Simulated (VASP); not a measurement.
A run of VASP 6.6.1 is set up as follows.

INCAR

```
ALGO = Normal ; EDIFF = 1E-6
ENCUT = 520 ; ISIF = 2
ISMEAR = -1 ; LASPH = T
LCHARG = T ; LELF = T
LREAL = F ; LVHAR = T
LWAVE = F ; NBANDS = 21
NELM = 80 ; PREC = Accurate
SIGMA = 0.05
```

File KPOINTS:

```
k-points
0
Gamma
  5 5 5
```

Contents of POSCAR:

```
Ge
1.0
    0.0000000000      2.8289100000      2.8289100000
    2.8289100000      0.0000000000      2.8289100000
    2.8289100000      2.8289100000      0.0000000000
Ge
2
Direct
    0.7475720000      0.7528100000      0.7478460000
    0.4956110000      0.5029590000      0.5022330000
```

Potentials or basis: VASP PAW LDA potentials, release 64 (Ge_d).

Command:

```bash
$ cat potpaw_LDA.64/Ge_d/POTCAR > POTCAR
$ mpirun -np 1 vasp_std > vasp.out
```

Estimate the band gap on the k mesh.

0.09 eV.

Estimate the largest force.

0.125 eV/Å.

Estimate the pressure.

-0.7 GPa.

Stress tensor (GPa, compression positive):
```
-0.75 -0.16  0.22
-0.16 -0.74  0.41
 0.22  0.41 -0.75
```

A k mesh can miss the band edges.
